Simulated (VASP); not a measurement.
Here is a VASP 6.6.1 calculation.

Contents of INCAR:

```
PREC = Accurate ; ENCUT = 520
EDIFF = 1E-6 ; ISMEAR = 0
SIGMA = 0.1 ; LREAL = F
LASPH = T ; NELM = 100
ALGO = Normal ; ISIF = 2
LWAVE = F ; LCHARG = F
GGA = B5 ; ALDAX = 1.0
AGGAX = 1.0 ; AGGAC = 1.0
ALDAC = 0.0 ; NBANDS = 28
```

File KPOINTS:

```
regular mesh
0
Gamma
  11 11 3
```

File POSCAR:

```
LiZn3
1.0
    2.7981567100      0.0000000000      0.0000000000
   -1.3990783600      2.4232747900      0.0000000000
    0.0000000000      0.0000000000      8.8269400000
Li Zn
1 3
Direct
    0.0000000000      0.0000000000      0.0000000000
    0.0000000000      0.0000000000      0.5000000000
    0.6666666667      0.3333333333      0.2493840000
    0.6666666667      0.3333333333      0.7506160000
```

Potentials or basis: VASP PAW PBE potentials, release 64 (Li_sv, Zn).

Launch:

```sh
$ cat potpaw_PBE.64/Li_sv/POTCAR potpaw_PBE.64/Zn/POTCAR > POTCAR
$ mpirun -np 1 vasp_std > vasp.out
```

What does it give for the largest force?

0.371 eV/Å.

Forces in eV/Å, atoms in the order of the input:
```
Li   0.000  0.000  0.000
Zn   0.000  0.000  0.000
Zn   0.000  0.000 -0.371
Zn   0.000  0.000  0.371
```

Caveat: the PAW data sets were made with another functional, which shifts forces and pressure a little.
